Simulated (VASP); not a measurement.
Set up this calculation in VASP 6.6.1, as the native input.

```
Task                   : relaxation of cell and atoms
Functional             : PBE
Potentials or basis    : VASP PAW PBE potentials, release 64 (Zn, Cd, Se, S)
Cutoff                 : 600 eV
k mesh                 : 3 × 3 × 3
Occupations            : gaussian, width 0.2 eV
Spin                   : no spin polarisation
Dipole correction      : no
Further INCAR settings : ALGO = Normal; EDIFF = 1e-06; IBRION = 2; EDIFFG = -0.08; NSW = 36; ISIF = 3
```

The structure of ZnCdSe4S2 lies in POSCAR:

```
ZnCdSe4S2
1.0
    6.6039101000      0.0000000000      0.0000000000
   -3.3019550500      5.7191539100      0.0000000000
    0.0000000000      0.0000000000      6.2176703400
Zn Cd Se S
1 1 4 2
Direct
    0.0000000000      0.0000000000      0.0000000000
    0.0000000000      0.0000000000      0.5000000000
    0.3333333300      0.6666666700      0.3118234800
    0.6666666700      0.3333333300      0.3118234800
    0.6666666700      0.3333333300      0.6881765200
    0.3333333300      0.6666666700      0.6881765200
    0.3333333300      0.6666666700      0.0000000000
    0.6666666700      0.3333333300      0.0000000000
```

The cell was generated, and may not be a known phase.

One way to write it, as run:

INCAR

```
SYSTEM = ZnCdSe4S2
PREC = Accurate ; ENCUT = 600
EDIFF = 1E-6 ; ISMEAR = 0
SIGMA = 0.2 ; LREAL = .False.
LASPH = .True. ; NELM = 80
ALGO = Normal ; ISIF = 3
LWAVE = .False. ; LCHARG = .False.
GGA = PE ; IBRION = 2
NSW = 36 ; EDIFFG = -0.08
```

KPOINTS

```
Automatic mesh
0
Gamma
  3 3 3
  0 0 0
```

Potentials or basis: VASP PAW PBE potentials, release 64 (Zn, Cd, Se, S).

Command:

```console
$ cat potpaw_PBE.64/Zn/POTCAR potpaw_PBE.64/Cd/POTCAR potpaw_PBE.64/Se/POTCAR potpaw_PBE.64/S/POTCAR > POTCAR
$ mpirun -np 1 vasp_std > vasp.out
```

Results of the run:

| Item | Value |
| --- | --- |
| Relaxed volume | 32.15 Å³/atom |
| Relaxed cell | a = 6.600 Å, b = 6.600 Å, c = 6.817 Å, α = 90.00°, β = 90.00°, γ = 120.00° |
| Space group after relaxing (to 0.1 Å) | P6/mmm (No. 191) |
| Energy gained by relaxing | 401.2 meV/atom |
| Ionic steps | 13 |
| Pressure after relaxing | 0.0 GPa |
| Largest force after relaxing | 0.007 eV/Å |
| Band gap on the k mesh | zero (bands 30 and 31 overlap by 1.48 eV) |

Caveat: the k points lie up to 0.37 Å⁻¹ apart in the final cell, too coarse for converged energies and pressures of a metal.

Run time: 7.7 min on 1 thread of Intel(R) Xeon(R) 6975P-C (Granite Rapids), on a shared host, peak memory 0.44 GiB.
